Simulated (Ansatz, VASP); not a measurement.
**Si2Mo: VASP beside Ansatz**

Contents of INCAR:

```
SYSTEM = Si2Mo
PREC = Accurate
ENCUT = 520
EDIFF = 1E-6
ISMEAR = -1
SIGMA = 0.05
LREAL = .FALSE.
LASPH = .TRUE.
NELM = 60
ALGO = Normal
ISIF = 2
LWAVE = .FALSE.
LCHARG = .FALSE.
NBANDS = 18
```

KPOINTS

```
regular mesh
0
G
  12 12 12
  0 0 0
```

The input POSCAR:

```
Si2Mo
1.0
   -1.6210550461      1.6210550461      3.9822230367
    1.6210550461     -1.6210550461      3.9822230367
    1.6210550461      1.6210550461     -3.9822230367
Mo Si
1 2
Direct
    0.0000000000      0.0000000000      0.0000000000
    0.6670000000      0.6670000000      0.0000000000
    0.3330000000      0.3330000000      0.0000000000
```

Contents of input.yaml:

```yaml
crystal:
  lattice:
    - [-1.6210550461, 1.6210550461, 3.9822230367]
    - [1.6210550461, -1.6210550461, 3.9822230367]
    - [1.6210550461, 1.6210550461, -3.9822230367]
  atoms:
    - { symbol: Mo, position: [0.0, 0.0, 0.0] }
    - { symbol: Si, position: [0.667, 0.667, 0.0] }
    - { symbol: Si, position: [0.333, 0.333, 0.0] }
kpoints:
  mp_grid: { grid: [12, 12, 12] }
scf:
  occupations: { method: fermi_dirac, width: 0.05 }
hamiltonian:
  xc: lda
  pseudopotentials: { kind: all_electron, lapw: { basis_error: 0.002 } }
output:
  forces: true
  stress: true
  eigenvalues: true
```

Change from the starting cell: volume scaled by 1.04.

Alike in both runs: task single point; functional LDA; k mesh 12 × 12 × 12; occupations fermi-dirac, width 0.05 eV; no spin polarisation.

|  | VASP | Ansatz |
| --- | --- | --- |
| version | VASP 6.6.1 | Ansatz 0.2.0 |
| potentials or method | VASP PAW LDA potentials, release 64 (Mo_sv, Si), cutoff 520 eV | all-electron LAPW, scalar-relativistic |

VASP gave:

```
gap on the k mesh at the Fermi level (eV)                     : none
pressure (GPa)                                                : -12.8
traceless stress, the component that is largest in VASP (GPa) : -1.81
rms of the force components (eV/Å)                            : 0.199
```

Problem. Estimate Ansatz's values.

Solution. gap on the k mesh at the Fermi level (eV): none; pressure (GPa): -13.3; traceless stress, the component that is largest in VASP (GPa): -1.85; rms of the force components (eV/Å): 0.203.

LDA's correlation is that of Perdew and Zunger in VASP and of Perdew and Wang (1992) in Ansatz. Atom by atom the forces differ by 0.004 eV/Å (rms over components). A gap of «none» marks a metal or a gap that the smearing closes. Ansatz ran all-electron here, and VASP with PAW potentials.
